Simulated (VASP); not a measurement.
# LiF (R3m) in VASP: further runs

The runs below take LiF through single point, with PBE.

Everything below comes from runs of VASP 6.6.1. Logs are shortened: lines on timing, memory, paths and dates and some standing lists are left out, and cuts for length are marked.

## 1. The cell of the first run

The structure is trigonal, space group R3m (No. 160). The conventional cell has a = 3.620 Å, b = 3.620 Å, c = 4.433 Å, α = 90.00°, β = 90.00°, γ = 120.00°. Within 2.8 Å of Li (site symmetry 3m) lie 8 F at 2.12 to 2.32 Å and 6 Li at 2.56 Å. Within 2.8 Å of F (site symmetry 3m) lie 8 Li at 2.12 to 2.32 Å and 6 F at 2.56 Å.

## 2. Single point, PBE

INCAR reads:

```
ALGO = Normal ; EDIFF = 1E-6
ENCUT = 520 ; GGA = PE
ISIF = 2 ; ISMEAR = 0
LASPH = T ; LCHARG = F
LREAL = F ; LWAVE = F
NBANDS = 12 ; NELM = 60
PREC = Accurate ; SIGMA = 0.05
```

KPOINTS reads:

```
k-points
0
Gamma
  10 10 10
```

POSCAR reads:

```
LiF
1.0
    2.5595330000      0.0000000000      0.0000000000
    0.0000000000      2.5595330000      0.0000000000
    0.0000000000      0.0000000000      2.5595330000
Li F
1 1
Direct
    0.0000000000      0.0000000000      0.0000000000
    0.5225568598      0.5225568598      0.5225568598
```

Potentials or basis: VASP PAW PBE potentials, release 64 (Li_sv, F).

On the command line:

```console
cat potpaw_PBE.64/Li_sv/POTCAR potpaw_PBE.64/F/POTCAR > POTCAR
mpirun -np 1 vasp_std > vasp.out
```

OUTCAR:

```text
EDIFF = 1E-6
   ENCUT = 520
   GGA = PE
   ISIF = 2
   ISMEAR = 0
   LASPH = T
   LREAL = F
   NELM = 60
   PREC = Accurate

 ion  position               nearest neighbor table
   1  0.000  0.000  0.000-   2 2.12   2 2.19   2 2.19   2 2.19   2 2.25   2 2.25   2 2.25
   2  0.523  0.523  0.523-   1 2.12   1 2.19   1 2.19   1 2.19   1 2.25   1 2.25   1 2.25

  LATTYP: Found a simple cubic cell.
 ALAT       =     2.5595330000

  Lattice vectors:

 A1 = (   2.5595330000,   0.0000000000,   0.0000000000)
 A2 = (   0.0000000000,   2.5595330000,   0.0000000000)
 A3 = (   0.0000000000,   0.0000000000,   2.5595330000)

Analysis of symmetry for initial positions (statically):
=====================================================================
 Subroutine PRICEL returns:
 Original cell was already a primitive cell.

 Routine SETGRP: Setting up the symmetry group for a
 simple cubic supercell.

 Subroutine GETGRP returns: Found  6 space group operations
 (whereof  6 operations were pure point group operations)
 out of a pool of 48 trial point group operations.

The static configuration has the point symmetry C_3v.

Analysis of symmetry for dynamics (positions and initial velocities):
=====================================================================
 Subroutine PRICEL returns:
 Original cell was already a primitive cell.

 Routine SETGRP: Setting up the symmetry group for a
 simple cubic supercell.

 Subroutine GETGRP returns: Found  6 space group operations
 (whereof  6 operations were pure point group operations)
 out of a pool of 48 trial point group operations.

The dynamic configuration has the point symmetry C_3v.

 Subroutine INISYM returns: Found  6 space group operations
 (whereof  6 operations are pure point group operations),
 and found     1 'primitive' translations

----------------------------------------------------------------------------------------

                                     Primitive cell

  volume of cell :      16.7680

  direct lattice vectors                    reciprocal lattice vectors
     2.559533000  0.000000000  0.000000000     0.390696272  0.000000000  0.000000000
     0.000000000  2.559533000  0.000000000     0.000000000  0.390696272  0.000000000
     0.000000000  0.000000000  2.559533000     0.000000000  0.000000000  0.390696272

  length of vectors
     2.559533000  2.559533000  2.559533000     0.390696272  0.390696272  0.390696272

[... 83 lines left out ...]
   NSW    =      0    number of steps for IOM
   IBRION =     -1    ionic relax: 0-MD 1-quasi-New 2-CG
   NFREE  =      0    steps in history (QN), initial steepest desc. (CG)
   ISIF   =      2    stress and relaxation
   ISYM   =      2    0-nonsym 1-usesym 2-fastsym
   POTIM  = 0.5000    time-step for ionic-motion
   TEBEG  =    0.0;   TEEND  =   0.0 temperature during run
   PSTRESS=    0.0 pullay stress
   NELECT =      10.0000    total number of electrons
   NUPDOWN=      -1.0000    fix difference up-down
   EMIN   =  10.00;   EMAX   =-10.00  energy-range for DOS
   EFERMI =   0.00;   METHOD = LEGACY
   ISMEAR =     0;   SIGMA  =   0.05  broadening in eV -4-tet -1-fermi 0-gaus
   EFERMI_NEDOS =   21; number of points for ismear=-14 and -15
   IALGO  =     38    algorithm
   IMIX   =      4    mixing-type and parameters
     AMIX     =   0.40;   BMIX     =  1.00
     AMIX_MAG =   1.60;   BMIX_MAG =  1.00
  volume/ion in A,a.u.               =       8.38        56.58
  Fermi-wavevector in a.u.,A,eV,Ry     =   1.377994  2.604032 25.835673  1.898868
  Thomas-Fermi vector in A             =   2.503097
   LORBIT       =      0    0 simple, 1 ext, 2 COOP (PROOUT), +10 PAW based schemes
   GGA     = PE    functional components
   LHFCALC =     F    Hartree Fock is set to
   AEXX    =    0.0000 exact exchange contribution
   IVDW    =     0    specifies the selected vdW correction
   LEPSILON=     F    determine dielectric tensor
   LRPA    =     F    only Hartree local field effects (RPA)
 non-spin polarized calculation
 Gauss-broadening in eV      SIGMA  =   0.05
  energy-cutoff  :      520.00
  volume of cell :       16.77
 maximum number of plane-waves:       468
   NGX =  9   NGY =  9   NGZ =  9

 number of electron      10.0000013 magnetization

 Free energy of the ion-electron system (eV)
  ---------------------------------------------------
  ext. energy  EPLUGINS =         0.00000000
  ---------------------------------------------------
  free energy    TOTEN  =        -9.05038846 eV

  energy without entropy =       -9.05038846  energy(sigma->0) =       -9.05038846

 E-fermi :   0.4813     XC(G=0):  -9.9278

 val. band max:        0.0684572481   @ k =   0.5000   0.5000   0.0000
 cond. band min:       7.5760063603   @ k =   0.0000   0.0000   0.0000
 fundamental gap:      7.5075491123
 Fermi energy:         0.4812502281

 k-point     1 :       0.0000    0.0000    0.0000
  band No.  band energies     occupation
      1     -42.7699      2.00000
      2     -20.7216      2.00000
      3      -0.6010      2.00000
      4      -0.5960      2.00000
      5      -0.5960      2.00000
      6       7.5760      0.00000
      7      18.8033      0.00000
      8      18.8033      0.00000
      9      21.0766      0.00000
     10      21.1141      0.00000
     11      21.1141      0.00000
     12      38.3070      0.00000
[... 331 lines left out ...]
 k-point    24 :      -0.3000    0.3000    0.0000
  band No.  band energies     occupation
      1     -42.7121      2.00000
      2     -20.1104      2.00000
      3      -2.4987      2.00000
      4      -2.3364      2.00000
      5      -0.1412      2.00000
      6      10.8771      0.00000
      7      14.3749      0.00000
      8      15.6443      0.00000
      9      21.5695      0.00000
     10      23.4784      0.00000
     11      29.8775      0.00000
     12      30.5930      0.00000

 [... further k-points ...]
[... 5 lines left out ...]
  --------------------------------------------------------------------------------------
  -------------------------------------------------------------------------------------
  Total       -0.0167074     -0.0167074     -0.0167074      0.0151230      0.0151230      0.0151230
  in kB       -1.5963794     -1.5963794     -1.5963794      1.4449958      1.4449958      1.4449958
  external PRESSURE =      -1.5963794 kB  Pullay stress =       0.0000000 kB

 VOLUME and BASIS-vectors are now :
 -----------------------------------------------------------------------------
  energy-cutoff  :      520.00
  volume of cell :       16.77
      direct lattice vectors                 reciprocal lattice vectors
     2.559533000  0.000000000  0.000000000     0.390696272  0.000000000  0.000000000
     0.000000000  2.559533000  0.000000000     0.000000000  0.390696272  0.000000000
     0.000000000  0.000000000  2.559533000     0.000000000  0.000000000  0.390696272

 POSITION                                       TOTAL-FORCE (eV/Angst)
 -----------------------------------------------------------------------------------
      0.00000      0.00000      0.00000        -0.018231     -0.018231     -0.018231
      1.33750      1.33750      1.33750         0.018231      0.018231      0.018231
 -----------------------------------------------------------------------------------
    total drift:                                0.000400      0.000400      0.000399

  FREE ENERGIE OF THE ION-ELECTRON SYSTEM (eV)
  ---------------------------------------------------
  free  energy   TOTEN  =        -9.0503884589 eV

  energy  without entropy=       -9.0503884589  energy(sigma->0) =       -9.05038846
```

OSZICAR:

```text
N       E                     dE             d eps       ncg     rms          rms(c)
DAV:   1     0.312462854454E+02    0.31246E+02   -0.53308E+03  2900   0.847E+02
DAV:   2    -0.858544328028E+01   -0.39832E+02   -0.39044E+02  3472   0.186E+02
DAV:   3    -0.959080661035E+01   -0.10054E+01   -0.10040E+01  3428   0.257E+01
DAV:   4    -0.959974917284E+01   -0.89426E-02   -0.89418E-02  3108   0.269E+00
DAV:   5    -0.959986614335E+01   -0.11697E-03   -0.11697E-03  3496   0.243E-01    0.450E+00
DAV:   6    -0.906162298551E+01    0.53824E+00   -0.25231E+00  2860   0.961E+00    0.142E+00
DAV:   7    -0.905330967614E+01    0.83133E-02   -0.18177E-02  3524   0.119E+00    0.854E-01
DAV:   8    -0.905027668978E+01    0.30330E-02   -0.15165E-02  3628   0.131E+00    0.116E-01
DAV:   9    -0.905030626972E+01   -0.29580E-04   -0.66944E-04  3296   0.239E-01    0.499E-02
DAV:  10    -0.905038831384E+01   -0.82044E-04   -0.12362E-04  3000   0.925E-02    0.750E-03
DAV:  11    -0.905038845889E+01   -0.14505E-06   -0.23048E-06  3700   0.145E-02
   1 F= -.90503885E+01 E0= -.90503885E+01  d E =-.212085E-33
```

stdout:

```text
POSCAR found type information on POSCAR LiF
 POSCAR found :  2 types and       2 ions
 scaLAPACK will be used
 LDA part: xc-table for (Slater+PW92), standard interpolation
 POSCAR, INCAR and KPOINTS ok, starting setup
 FFT: planning ... GRIDC
 FFT: planning ... GRID_SOFT
 FFT: planning ... GRID
 WAVECAR not read
 entering main loop
```

Run time: 6.8 s. Hardware: 1 thread of Intel Xeon 6975P-C (Granite Rapids), shared host; peak memory 0.13 GiB.

Results:

| Item | Value |
| --- | --- |
| Free energy | -9.0504 eV |
| Largest force | 0.032 eV/Å |
| Band gap on the k mesh | 7.51 eV, indirect (least direct gap 8.17 eV) |

Forces in eV/Å, atoms in the order of the input:
```
Li  -0.018 -0.018 -0.018
F    0.018  0.018  0.018
```

Levels at points of the mesh, in eV from the valence-band top:
```csv
k point,band 2,band 3,band 4,band 5,band 6,band 7,band 8,band 9
"(0.00, 0.00, 0.00)",-20.79,-0.67,-0.66,-0.66,7.51,18.73,18.73,21.01
"(0.50, 0.00, 0.00)",-20.33,-3.66,-0.28,-0.27,9.14,13.98,20.32,20.38
"(0.50, 0.50, 0.00)",-19.81,-3.24,-3.23,0.00,12.87,13.67,14.21,19.38
"(0.50, 0.50, 0.50)",-19.38,-2.26,-2.25,-2.25,11.15,11.15,11.20,24.08
```

Caveat: the cell differs from its parent crystal (all F atoms moved -0.100 Å, as atom 2 towards its neighbour atom 1 (Li) at 2.217 Å); the cutoff is under 1.25 times the usual one of these potentials, so pressure, stress and relaxed cells hold a basis-set (Pulay) error. A k mesh can miss the band edges.

[end of part 1 of 2]
